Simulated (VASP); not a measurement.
Input of a VASP 6.6.1 run:

The input POSCAR:

```
BaTiO3
1.0
    3.9128820600      0.0000000000      0.0000000000
    0.0000000000      3.9128820600      0.0000000000
    0.0000000000      0.0000000000      3.9128820600
Ba Ti O
1 1 3
Direct
    0.5000000000      0.5000000000      0.5000000000
    0.0000000000      0.0000000000      0.0000000000
    0.5000000000      0.0000000000      0.0000000000
    0.0000000000      0.5000000000      0.0000000000
    0.0000000000      0.0000000000      0.5000000000
```

Contents of INCAR.step1:

```
PREC = Accurate
ENCUT = 520
ISMEAR = -1
SIGMA = 0.02
LREAL = False
LASPH = True
NELM = 60
GGA = PE
ALGO = Normal
EDIFF = 1E-4
LWAVE = True
LCHARG = False
```

Contents of INCAR.step2:

```
PREC = Accurate
ENCUT = 520
EDIFF = 1E-7
ISMEAR = -1
SIGMA = 0.02
LREAL = False
LASPH = True
NELM = 60
ALGO = Normal
ISIF = 2
LWAVE = False
LCHARG = False
METAGGA = R2SCAN
LMIXTAU = True
IBRION = 2
NSW = 50
EDIFFG = -0.01
ISTART = 1
```

The input KPOINTS:

```
regular mesh
0
Gamma
  8 8 8
```

Potentials or basis: VASP PAW PBE potentials, release 64 (Ba_sv, Ti_sv, O).

Command:

```bash
$ cat potpaw_PBE.64/Ba_sv/POTCAR potpaw_PBE.64/Ti_sv/POTCAR potpaw_PBE.64/O/POTCAR > POTCAR
$ cp INCAR.step1 INCAR
$ mpirun -np 1 vasp_std > vasp.out
$ cp INCAR.step2 INCAR
$ mpirun -np 1 vasp_std > vasp.out
```

(1) Predict the band gap on the k mesh.

Answers

(1) 2.29 eV (least direct gap 2.38 eV).

Caveat: the relaxation stopped at its first step, so nothing moved; spin-orbit coupling is left out, which moves the levels of the heavy elements.
